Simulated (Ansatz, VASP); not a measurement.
**Two plane-wave programs on ZrSn15S32**

```
Zr Sn S
1.0
    10.43159    0.00000    0.00000
     0.00000   10.43159    0.00000
     0.00000    0.00000   10.43159
Zr Sn S
1 15 32
Direct
  0.62500 0.37500 0.37500
  0.12500 0.87500 0.37500
  0.12500 0.37500 0.87500
  0.62500 0.87500 0.87500
  0.37576 0.62424 0.37334
  0.87424 0.12576 0.37666
  0.87504 0.62504 0.87500
  0.37496 0.12496 0.87500
  0.37576 0.37334 0.62424
  0.87504 0.87500 0.62504
  0.87424 0.37666 0.12576
  0.37496 0.87500 0.12496
  0.62666 0.62424 0.62424
  0.12500 0.12496 0.62504
  0.12500 0.62504 0.12496
  0.62334 0.12576 0.12576
  0.37874 0.62126 0.62126
  0.87646 0.12354 0.62356
  0.87646 0.62356 0.12354
  0.37644 0.12354 0.12354
  0.62405 0.37595 0.62357
  0.12324 0.87676 0.62359
  0.12297 0.37701 0.12292
  0.62299 0.87703 0.12292
  0.62405 0.62357 0.37595
  0.12297 0.12292 0.37701
  0.12324 0.62359 0.87676
  0.62299 0.12292 0.87703
  0.37643 0.37595 0.37595
  0.87708 0.87703 0.37701
  0.87708 0.37701 0.87703
  0.37641 0.87676 0.87676
  0.87356 0.62646 0.62646
  0.37354 0.12644 0.62646
  0.37354 0.62646 0.12644
  0.87126 0.12874 0.12874
  0.62701 0.87297 0.62708
  0.12703 0.37299 0.62708
  0.12676 0.87324 0.12641
  0.62595 0.37405 0.12643
  0.62701 0.62708 0.87297
  0.12676 0.12641 0.87324
  0.12703 0.62708 0.37299
  0.62595 0.12643 0.37405
  0.87359 0.87324 0.87324
  0.37292 0.37299 0.87297
  0.37292 0.87297 0.37299
  0.87357 0.37405 0.37405
```

Alike in both runs: functional PBE; k mesh 2 × 2 × 2; occupations fermi-dirac, width 0.01 eV; no spin polarisation.

Ansatz relaxed the structure, and its values are those at the end. VASP's run is a single point on that final structure, the one shown.

|  | VASP | Ansatz |
| --- | --- | --- |
| version | VASP 6.6.1 | Ansatz 0.2.0 |
| potentials or method | VASP PAW PBE potentials, release 64 (Zr_sv, Sn_d, S) | plane-wave PAW, scalar-relativistic |
| plane-wave cutoff (eV) | 520 | 420 |
| valence electrons in the cell | 414 | 414 |

```csv
,VASP,Ansatz,Ansatz less VASP
gap on the k mesh at the Fermi level (eV),0.98,0.98,-0.003
pressure (GPa),1.2,1.4,+0.14
rms of the force components (eV/Å),0.005,0.002,-0.0029
```

Ansatz's warnings: stress scf threshold loose.
